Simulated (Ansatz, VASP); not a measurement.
## Two plane-wave programs on TlBr

The input POSCAR:

```
TlBr
1.0
    3.4476316393      0.0000000000      0.0000000000
    0.0000000000      3.4476316393      0.0000000000
    0.0000000000      0.0000000000      3.4476316393
Tl Br
1 1
Direct
    0.0000000000      0.0000000000      0.0000000000
    0.5000000000      0.5000000000      0.5000000000
```

INCAR.step1

```
PREC = Accurate
ENCUT = 440
ISMEAR = -1
SIGMA = 0.03
LREAL = False
LASPH = True
NELM = 120
NBANDS = 17
GGA = PE
ALGO = Normal
EDIFF = 1E-5
LWAVE = True
LCHARG = False
GGA_COMPAT = False
```

INCAR.step2

```
PREC = Accurate
ENCUT = 440
EDIFF = 1E-8
ISMEAR = -1
SIGMA = 0.03
LREAL = False
LASPH = True
NELM = 120
ALGO = Normal
ISIF = 2
LWAVE = False
LCHARG = False
METAGGA = R2SCAN
LMIXTAU = True
LEFG = True
NBANDS = 17
ISTART = 1
GGA_COMPAT = False
```

Contents of KPOINTS:

```
Automatic mesh
0
Gamma
  7 7 7
```

Input for Ansatz:

```yaml
crystal:
  lattice:
    - [3.4476316393, 0.0, 0.0]
    - [0.0, 3.4476316393, 0.0]
    - [0.0, 0.0, 3.4476316393]
  atoms:
    - { symbol: Tl, position: [0.0, 0.0, 0.0] }
    - { symbol: Br, position: [0.5, 0.5, 0.5] }
kpoints:
  mp_grid: { grid: [7, 7, 7] }
  band_path:
    path:
      - [0.0, 0.0, 0.0]
      - [0.0, 0.5, 0.0]
      - [0.5, 0.5, 0.0]
      - [0.0, 0.0, 0.0]
      - [0.5, 0.5, 0.5]
      - [0.0, 0.5, 0.0]
      - [0.5, 0.5, 0.5]
      - [0.5, 0.5, 0.0]
    npoints: 6
scf:
  occupations: { method: fermi_dirac, width: 0.03 }
hamiltonian:
  xc: r2scan
  pseudopotentials: { kind: paw }
output:
  forces: true
  stress: true
  eigenvalues: true
  efg: { contact_densities: true }
  populations: true
  write_density: true
  write_potential: true
  elf: true
  volumetric_format: npy
```

Change from the starting cell: volume scaled by 0.65, PAW files.

Alike in both runs: task electric field gradients; functional r2SCAN; k mesh 7 × 7 × 7; occupations fermi-dirac, width 0.03 eV; no spin polarisation.

|  | VASP | Ansatz |
| --- | --- | --- |
| version | VASP 6.6.1 | Ansatz 0.2.0 |
| potentials or method | VASP PAW PBE potentials, release 64 (Tl_d, Br) | PAW with Ansatz's default frozen-core files, scalar-relativistic |
| plane-wave cutoff (eV) | 440 | 500 |
| valence electrons in the cell | 20 | 20 |

Ansatz gave:

```
pressure (GPa) : 33.0
```

Q: Which values does VASP return?

A: Pressure (GPa): 33.1.

VASP's potentials were made for PBE, not for r2SCAN. Both programs put the cell under a high pressure, so it lies far from rest at this level.

Neither program's run includes spin-orbit coupling.
